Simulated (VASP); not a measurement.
## TiO2: single point with PBEsol

The system is TiO2.

```
CELL_PARAMETERS angstrom
-1.89210 1.89210 4.75730
1.89210 -1.89210 4.75730
1.89210 1.89210 -4.75730
ATOMIC_POSITIONS crystal
Ti 0.75000 0.25000 0.50000
Ti 0.00000 0.00000 0.00000
O 0.79190 0.79190 0.00000
O 0.54190 0.04190 0.50000
O 0.95810 0.45810 0.50000
O 0.20810 0.20810 0.00000
```

```
Program             : VASP 6.6.1
Task                : single point
Functional          : PBEsol
Potentials or basis : VASP PAW PBE potentials, release 64 (Ti_sv, O)
Cutoff              : 520 eV
k mesh              : 10 × 10 × 10
Occupations         : fermi-dirac, width 0.05 eV
Spin                : no spin polarisation
```

The pressure is -0.3 GPa. The largest force is 0.012 eV/Å and the band gap on the k mesh is 2.06 eV (least direct gap 2.40 eV).

Forces in eV/Å, atoms in the order of the input:
```
Ti   0.000  0.000  0.000
Ti   0.000  0.000  0.000
O    0.000  0.000 -0.012
O    0.000  0.000 -0.012
O    0.000  0.000  0.012
O    0.000  0.000  0.012
```

Stress tensor (GPa, compression positive):
```
-0.68  0.00  0.00
 0.00 -0.68  0.00
 0.00  0.00  0.31
```

Levels at points of the mesh, in eV from the valence-band top:
| k point | band 21 | band 22 | band 23 | band 24 | band 25 | band 26 | band 27 | band 28 |
| --- | --- | --- | --- | --- | --- | --- | --- | --- |
| (0.00, 0.00, 0.00) | -0.76 | -0.76 | -0.47 | -0.47 | 2.06 | 2.83 | 3.98 | 3.98 |
| (0.50, 0.00, 0.00) | -1.99 | -0.96 | -0.83 | -0.63 | 3.21 | 3.53 | 3.55 | 3.66 |
| (0.50, 0.50, 0.00) | -2.09 | -2.09 | -0.03 | -0.03 | 3.33 | 3.33 | 3.82 | 3.82 |
| (0.50, 0.50, 0.50) | -1.26 | -1.26 | -0.11 | -0.11 | 2.43 | 2.43 | 3.76 | 3.76 |

Wall time 7.2 min on 1 thread of Intel(R) Xeon(R) Platinum 8259CL CPU @ 2.50GHz (Skylake/Cascade Lake), with other jobs on the host, peak memory 0.37 GiB.

Caveat: the PAW data sets were made with another functional, which shifts forces and pressure a little. A k mesh can miss the band edges.
